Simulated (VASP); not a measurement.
# HfO2 (Fm-3m) in VASP: a series of runs

The runs below take HfO2 through single point, relaxation of cell and atoms, with PBE.

Everything below comes from runs of VASP 6.6.1. Logs are shortened: lines on timing, memory, paths and dates and some standing lists are left out, and cuts for length are marked.

## Step 1: The cell of the first run

It takes space group Fm-3m (No. 225, cubic). Conventional cell: a = 5.084 Å, b = 5.084 Å, c = 5.084 Å, α = 90.00°, β = 90.00°, γ = 90.00°. Hf (site symmetry m-3m) has 8 O at 2.20 Å within 2.9 Å. Within 2.9 Å of O (site symmetry -43m) lie 4 Hf at 2.20 Å and 6 O at 2.54 Å.

## Step 2: Single point, PBE

The input, INCAR:

```
SYSTEM = HfO2
ALGO     = Normal         ! electronic algorithm
EDIFF    = 1E-6           ! SCF threshold, eV
ENCUT    = 600            ! plane-wave cutoff, eV
GGA      = PE             ! functional
GGA_COMPAT= .False.      
ISIF     = 2              ! what is computed and relaxed
ISMEAR   = 1              ! smearing method
LASPH    = .True.         ! aspherical terms in the spheres
LCHARG   = .False.        ! write CHGCAR
LREAL    = .False.        ! projectors in reciprocal space
LWAVE    = .False.        ! write WAVECAR
NBANDS   = 18             ! bands
NELM     = 120            ! most SCF steps
PREC     = Accurate       ! precision mode
SIGMA    = 0.1            ! smearing width, eV
```

The input, KPOINTS:

```
k-points
0
Gamma
  8 8 8
  0 0 0
```

The input, POSCAR:

```
HfO2
1.0
    0.0000000000      2.5419326495      2.5419326495
    2.5419326495      0.0000000000      2.5419326495
    2.5419326495      2.5419326495      0.0000000000
Hf O
1 2
Direct
    0.0000000000      0.0000000000      0.0000000000
    0.2500000000      0.2500000000      0.2500000000
    0.7500000000      0.7500000000      0.7500000000
```

Potentials or basis: VASP PAW PBE potentials, release 64 (Hf_pv, O).

On the command line:

```sh
> cat potpaw_PBE.64/Hf_pv/POTCAR potpaw_PBE.64/O/POTCAR > POTCAR
> mpirun -np 1 vasp_std > vasp.out
```

OUTCAR:

```text
SYSTEM = HfO2
   EDIFF = 1E-6
   ENCUT = 600
   GGA = PE
   ISIF = 2
   ISMEAR = 1
   LASPH = .True.
   LREAL = .False.
   NELM = 120
   PREC = Accurate

 ion  position               nearest neighbor table
   1  0.000  0.000  0.000-   3 2.20   3 2.20   3 2.20   2 2.20   3 2.20   2 2.20   2 2.20   2 2.20

   2  0.250  0.250  0.250-   1 2.20   1 2.20   1 2.20   1 2.20
   3  0.750  0.750  0.750-   1 2.20   1 2.20   1 2.20   1 2.20

  LATTYP: Found a face centered cubic cell.
 ALAT       =     5.0838652990

  Lattice vectors:

 A1 = (   0.0000000000,   2.5419326495,   2.5419326495)
 A2 = (   2.5419326495,   0.0000000000,   2.5419326495)
 A3 = (   2.5419326495,   2.5419326495,   0.0000000000)

Analysis of symmetry for initial positions (statically):
=====================================================================
 Subroutine PRICEL returns:
 Original cell was already a primitive cell.

 Routine SETGRP: Setting up the symmetry group for a
 face centered cubic supercell.

 Subroutine GETGRP returns: Found 48 space group operations
 (whereof 48 operations were pure point group operations)
 out of a pool of 48 trial point group operations.

The static configuration has the point symmetry O_h .

Analysis of symmetry for dynamics (positions and initial velocities):
=====================================================================
 Subroutine PRICEL returns:
 Original cell was already a primitive cell.

 Routine SETGRP: Setting up the symmetry group for a
 face centered cubic supercell.

 Subroutine GETGRP returns: Found 48 space group operations
 (whereof 48 operations were pure point group operations)
 out of a pool of 48 trial point group operations.

The dynamic configuration has the point symmetry O_h .

 Subroutine INISYM returns: Found 48 space group operations
 (whereof 48 operations are pure point group operations),
 and found     1 'primitive' translations

----------------------------------------------------------------------------------------

                                     Primitive cell

  volume of cell :      32.8490

  direct lattice vectors                    reciprocal lattice vectors
     0.000000000  2.541932650  2.541932650    -0.196700727  0.196700727  0.196700727
     2.541932650  0.000000000  2.541932650     0.196700727 -0.196700727  0.196700727
     2.541932650  2.541932650  0.000000000     0.196700727  0.196700727 -0.196700727

  length of vectors
     3.594835628  3.594835628  3.594835628     0.340695653  0.340695653  0.340695653

  position of ions in fractional coordinates (direct lattice)
     0.000000000  0.000000000  0.000000000
     0.250000000  0.250000000  0.250000000
     0.750000000  0.750000000  0.750000000

  ion indices of the primitive-cell ions
   primitive index   ion index
                 1           1
                 2           2
                 3           3

----------------------------------------------------------------------------------------

 KPOINTS: k-points

Automatic generation of k-mesh.
 Grid dimensions read from file:
 generate k-points for:    8    8    8

 Generating k-lattice:

  Cartesian coordinates                     Fractional coordinates (reciprocal lattice)
    -0.024587591  0.024587591  0.024587591     0.125000000  0.000000000  0.000000000
     0.024587591 -0.024587591  0.024587591     0.000000000  0.125000000  0.000000000
     0.024587591  0.024587591 -0.024587591     0.000000000  0.000000000  0.125000000

  Length of vectors
     0.042586957  0.042586957  0.042586957

  Shift w.r.t. Gamma in fractional coordinates (k-lattice)
     0.000000000  0.000000000  0.000000000

 Subroutine IBZKPT returns following result:
 ===========================================

 Found     29 irreducible k-points:

 Following reciprocal coordinates:
            Coordinates               Weight
  0.000000  0.000000  0.000000      1.000000
  0.125000  0.000000  0.000000      8.000000
  0.250000  0.000000  0.000000      8.000000
  0.375000  0.000000  0.000000      8.000000
  0.500000  0.000000  0.000000      4.000000
  0.125000  0.125000  0.000000      6.000000
[... 16 lines left out ...]
  0.500000  0.250000  0.125000     48.000000
 -0.375000  0.250000  0.125000     24.000000
 [... further k-points ...]
   k-points           NKPTS =     29   k-points in BZ     NKDIM =     29   number of bands    NBANDS=     18
   number of dos      NEDOS =    301   number of ions     NIONS =      3
   total plane-waves  NPLWV =  27000
   dimension x,y,z NGX =    30 NGY =   30 NGZ =   30
   dimension x,y,z NGXF=    60 NGYF=   60 NGZF=   60
   ions per type =               1   2
   NGX,Y,Z   is equivalent  to a cutoff of  13.87, 13.87, 13.87 a.u.
   NGXF,Y,Z  is equivalent  to a cutoff of  27.75, 27.75, 27.75 a.u.
 SYSTEM =  HfO2
   PREC   = accura    normal or accurate (medium, high low for compatibility)
   ISTART =      0    job   : 0-new  1-cont  2-samecut
   ICHARG =      2    charge: 1-file 2-atom 10-const
   ISPIN  =      1    spin polarized calculation?
   LNONCOLLINEAR =      F non collinear calculations
   LSORBIT =      F    spin-orbit coupling
   LASPH  =      T    aspherical Exc in radial PAW
   ENCUT  =  600.0 eV  44.10 Ry    6.64 a.u.   7.18  7.18  7.18*2*pi/ulx,y,z
   NELM   =    120;   NELMIN=  2; NELMDL= -5     # of ELM steps
   EDIFF  = 0.1E-05   stopping-criterion for ELM
   LREAL  =      F    real-space projection
   EDIFFG = 0.1E-04   stopping-criterion for IOM
   NSW    =      0    number of steps for IOM
   IBRION =     -1    ionic relax: 0-MD 1-quasi-New 2-CG
   NFREE  =      0    steps in history (QN), initial steepest desc. (CG)
   ISIF   =      2    stress and relaxation
   ISYM   =      2    0-nonsym 1-usesym 2-fastsym
   POTIM  = 0.5000    time-step for ionic-motion
   TEBEG  =    0.0;   TEEND  =   0.0 temperature during run
   PSTRESS=    0.0 pullay stress
   NELECT =      22.0000    total number of electrons
   NUPDOWN=      -1.0000    fix difference up-down
   EMIN   =  10.00;   EMAX   =-10.00  energy-range for DOS
   EFERMI =   0.00;   METHOD = LEGACY
   ISMEAR =     1;   SIGMA  =   0.10  broadening in eV -4-tet -1-fermi 0-gaus
   EFERMI_NEDOS =   21; number of points for ismear=-14 and -15
   IALGO  =     38    algorithm
   IMIX   =      4    mixing-type and parameters
     AMIX     =   0.40;   BMIX     =  1.00
     AMIX_MAG =   1.60;   BMIX_MAG =  1.00
  volume/ion in A,a.u.               =      10.95        73.89
  Fermi-wavevector in a.u.,A,eV,Ry     =   1.432325  2.706702 27.913114  2.051556
  Thomas-Fermi vector in A             =   2.551965
   LORBIT       =      0    0 simple, 1 ext, 2 COOP (PROOUT), +10 PAW based schemes
   GGA     = PE    functional components
   LHFCALC =     F    Hartree Fock is set to
   AEXX    =    0.0000 exact exchange contribution
   IVDW    =     0    specifies the selected vdW correction
   LEPSILON=     F    determine dielectric tensor
   LRPA    =     F    only Hartree local field effects (RPA)
 non-spin polarized calculation
 Methfessel and Paxton  Order N= 1 SIGMA  =   0.10
  energy-cutoff  :      600.00
  volume of cell :       32.85
 maximum number of plane-waves:      1108
 NGX is ok and might be reduce to    30
   NGX = 15   NGY = 15   NGZ = 15

 number of electron      21.9999995 magnetization

 Free energy of the ion-electron system (eV)
  ---------------------------------------------------
  ext. energy  EPLUGINS =         0.00000000
  ---------------------------------------------------
  free energy    TOTEN  =       -30.25276679 eV

  energy without entropy =      -30.25295834  energy(sigma->0) =      -30.25283064

 E-fermi :   4.2609     XC(G=0): -11.7946

 val. band max:        4.2069653996   @ k =   0.5000   0.5000   0.0000
 cond. band min:       7.9878321718   @ k =   0.5000   0.5000   0.0000
 fundamental gap:      3.7808667722
 Fermi energy:         4.2609461697

 k-point     1 :       0.0000    0.0000    0.0000
  band No.  band energies     occupation
      1     -25.5169      2.00000
      2     -25.5169      2.00000
      3     -25.5169      2.00000
      4     -14.4731      2.00000
      5     -11.4822      2.00000
      6      -1.0849      2.00000
[... 10 lines left out ...]
     17      14.5260      0.00000
     18      17.7160      0.00000

 k-point     2 :       0.1250    0.0000    0.0000
  band No.  band energies     occupation
      1     -25.5817      2.00000
      2     -25.5240      2.00000
      3     -25.5240      2.00000
      4     -14.2694      2.00000
      5     -11.6482      2.00000
      6      -0.9360      2.00000
[... 10 lines left out ...]
     17      14.2662      0.00000
     18      17.6183      0.00000

 k-point     3 :       0.2500    0.0000    0.0000
  band No.  band energies     occupation
      1     -25.7321      2.00000
      2     -25.5410      2.00000
      3     -25.5410      2.00000
      4     -13.7855      2.00000
      5     -11.9855      2.00000
      6      -0.5673      2.00000
[... 10 lines left out ...]
     17      13.7976      0.00000
     18      16.7905      0.00000

 k-point     4 :       0.3750    0.0000    0.0000
  band No.  band energies     occupation
      1     -25.8751      2.00000
      2     -25.5579      2.00000
      3     -25.5579      2.00000
      4     -13.3662      2.00000
      5     -12.1850      2.00000
      6      -0.1993      2.00000
[... 10 lines left out ...]
     17      13.7006      0.00000
     18      16.2991      0.00000

 k-point     5 :       0.5000    0.0000    0.0000
  band No.  band energies     occupation
      1     -25.9324      2.00000
      2     -25.5649      2.00000
      3     -25.5649      2.00000
      4     -13.2522      2.00000
      5     -12.1865      2.00000
      6      -0.0560      2.00000
[... 10 lines left out ...]
     17      13.5002      0.00000
     18      16.6373      0.00000

 k-point     6 :       0.1250    0.1250    0.0000
  band No.  band energies     occupation
      1     -25.5870      2.00000
      2     -25.5344      2.00000
      3     -25.5344      2.00000
      4     -14.1978      2.00000
      5     -11.7041      2.00000
      6      -0.9173      2.00000
[... 10 lines left out ...]
     17      14.1933      0.00000
     18      17.5762      0.00000

 k-point     7 :       0.2500    0.1250    0.0000
  band No.  band energies     occupation
      1     -25.6982      2.00000
      2     -25.5538      2.00000
      3     -25.5528      2.00000
      4     -13.7930      2.00000
      5     -11.9875      2.00000
      6      -0.6410      2.00000
[... 10 lines left out ...]
     17      13.8698      0.00000
     18      17.2789      0.00000

 k-point     8 :       0.3750    0.1250    0.0000
  band No.  band energies     occupation
      1     -25.8314      2.00000
      2     -25.5813      2.00000
      3     -25.5707      2.00000
      4     -13.3239      2.00000
      5     -12.2375      2.00000
      6      -0.3222      2.00000
[... 10 lines left out ...]
     17      14.1946      0.00000
     18      16.7053      0.00000
[... 229 lines left out ...]
     17      16.2395      0.00000
     18      17.6236      0.00000

 k-point    20 :      -0.3750    0.3750    0.0000
  band No.  band energies     occupation
      1     -25.8693      2.00000
      2     -25.7375      2.00000
      3     -25.6126      2.00000
      4     -12.6913      2.00000
      5     -12.4352      2.00000
      6      -1.5571      2.00000
[... 10 lines left out ...]
     17      16.7957      0.00000
     18      17.5766      0.00000

 k-point    21 :       0.5000    0.5000    0.0000
  band No.  band energies     occupation
      1     -25.9564      2.00000
      2     -25.6354      2.00000
      3     -25.6354      2.00000
      4     -12.7446      2.00000
      5     -12.3570      2.00000
      6      -2.2074      2.00000
[... 10 lines left out ...]
     17      17.3408      0.00000
     18      17.5827      0.00000

 k-point    22 :       0.3750    0.2500    0.1250
  band No.  band energies     occupation
      1     -25.7778      2.00000
      2     -25.6097      2.00000
      3     -25.5627      2.00000
      4     -13.3714      2.00000
      5     -12.2366      2.00000
      6      -0.5716      2.00000
[... 10 lines left out ...]
     17      13.9877      0.00000
     18      17.3281      0.00000

 k-point    23 :       0.5000    0.2500    0.1250
  band No.  band energies     occupation
      1     -25.8480      2.00000
      2     -25.6628      2.00000
      3     -25.5820      2.00000
      4     -12.9913      2.00000
      5     -12.3916      2.00000
      6      -0.5750      2.00000
[... 10 lines left out ...]
     17      14.9164      0.00000
     18      17.1694      0.00000

 k-point    24 :      -0.3750    0.2500    0.1250
  band No.  band energies     occupation
      1     -25.8755      2.00000
      2     -25.6840      2.00000
      3     -25.5915      2.00000
      4     -12.9045      2.00000
      5     -12.3690      2.00000
      6      -0.5787      2.00000
[... 10 lines left out ...]
     17      15.1457      0.00000
     18      17.1539      0.00000

 [... further k-points ...]

------------------------ aborting loop because EDIFF is reached ----------------------------------------

  FORCE on cell =-STRESS in cart. coord.  units (eV):
  Direction    XX          YY          ZZ          XY          YZ          ZX
  --------------------------------------------------------------------------------------
  -------------------------------------------------------------------------------------
  Total       -0.3934252     -0.3934252     -0.3934252     -0.0000000      0.0000000      0.0000000
  in kB      -19.1889270    -19.1889270    -19.1889270     -0.0000000      0.0000000      0.0000000
  external PRESSURE =     -19.1889270 kB  Pullay stress =       0.0000000 kB

 VOLUME and BASIS-vectors are now :
 -----------------------------------------------------------------------------
  energy-cutoff  :      600.00
  volume of cell :       32.85
      direct lattice vectors                 reciprocal lattice vectors
     0.000000000  2.541932650  2.541932650    -0.196700727  0.196700727  0.196700727
     2.541932650  0.000000000  2.541932650     0.196700727 -0.196700727  0.196700727
     2.541932650  2.541932650  0.000000000     0.196700727  0.196700727 -0.196700727

 POSITION                                       TOTAL-FORCE (eV/Angst)
 -----------------------------------------------------------------------------------
      0.00000      0.00000      0.00000        -0.000000      0.000000     -0.000000
      1.27097      1.27097      1.27097        -0.000000     -0.000000     -0.000000
      3.81290      3.81290      3.81290         0.000000      0.000000      0.000000
 -----------------------------------------------------------------------------------
    total drift:                                0.000000     -0.000000      0.000000

  FREE ENERGIE OF THE ION-ELECTRON SYSTEM (eV)
  ---------------------------------------------------
  free  energy   TOTEN  =       -30.2527667896 eV

  energy  without entropy=      -30.2529583409  energy(sigma->0) =      -30.25283064
```

Wall time 13 s (1 thread of Intel Xeon 6975P-C (Granite Rapids), shared host); peak memory 0.18 GiB.

Results:

| Item | Value |
| --- | --- |
| Free energy | -30.2528 eV |
| Pressure | -1.9 GPa |
| Band gap on the k mesh | 3.78 eV |

Caveat: spin-orbit coupling is left out, which moves the levels of the heavy elements. A k mesh can miss the band edges.

## Step 3: Relaxation of cell and atoms, PBE

This run uses another cell than the first one, of 11.15 Å³/atom.

The input, INCAR:

```
SYSTEM = HfO2
PREC = Accurate
ENCUT = 600
EDIFF = 1E-7
ISMEAR = 1
SIGMA = 0.1
LREAL = .FALSE.
LASPH = .TRUE.
NELM = 120
ALGO = Normal
ISIF = 3
LWAVE = .FALSE.
LCHARG = .FALSE.
GGA = PE
IBRION = 2
NSW = 80
EDIFFG = -0.01
GGA_COMPAT = .FALSE.
NELMIN = 4
```

The input, KPOINTS:

```
Automatic mesh
0
G
  8 8 8
  0 0 0
```

The input, POSCAR:

```
HfO2
1.0
    0.0000000000      2.5575000000      2.5575000000
    2.5575000000      0.0000000000      2.5575000000
    2.5575000000      2.5575000000      0.0000000000
Hf O
1 2
Direct
    0.0000000000      0.0000000000      0.0000000000
    0.2500000000      0.2500000000      0.2500000000
    0.7500000000      0.7500000000      0.7500000000
```

Potentials or basis: VASP PAW PBE potentials, release 64 (Hf_pv, O).

On the command line:

```sh
> cat potpaw_PBE.64/Hf_pv/POTCAR potpaw_PBE.64/O/POTCAR > POTCAR
> mpirun -np 1 vasp_std > vasp.out
```

Run time: 33 s. Hardware: 1 thread of Intel Xeon 6975P-C (Granite Rapids), shared host; peak memory 0.18 GiB.

Results (log left out):

```yaml
Free_energy: -30.2560 eV
Relaxed_volume: 10.87 Å³/atom
Relaxed_cell: a = 3.586 Å, b = 3.586 Å, c = 3.586 Å, α = 60.00°, β = 60.00°, γ = 60.00°
Space_group_after_relaxing_to_0.1_Å: Fm-3m (No. 225)
Energy_gained_by_relaxing: 5.7 meV/atom
Ionic_steps: 3
Pressure_after_relaxing: -0.1 GPa
Band_gap_on_the_k_mesh: 3.80 eV
```

The path:
```tsv
step	energy change (eV)	largest force (eV/Å)	pressure (GPa)	volume (Å³)
1	0.0000	0.0000	-6.24	33.46
2	0.0194	0.0000	10.19	31.40
3	-0.0172	0.0000	-0.06	32.60
```

Final structure:
```
CELL_PARAMETERS angstrom
0.00000 2.53545 2.53545
2.53545 0.00000 2.53545
2.53545 2.53545 0.00000
ATOMIC_POSITIONS crystal
Hf 0.00000 0.00000 0.00000
O 0.25000 0.25000 0.25000
O 0.75000 0.75000 0.75000
```

Levels at points of the mesh, in eV from the valence-band top:
```tsv
k point	band 9	band 10	band 11	band 12	band 13	band 14
(0.00, 0.00, 0.00)	-0.61	-0.61	-0.61	3.88	3.88	5.83
(0.50, 0.00, 0.00)	-2.73	-1.83	-1.83	4.61	4.61	6.98
(0.50, 0.50, 0.00)	-1.53	-1.53	0.00	3.80	5.50	6.63
```

Caveat: spin-orbit coupling is left out, which moves the levels of the heavy elements.

[end of part 1 of 2]
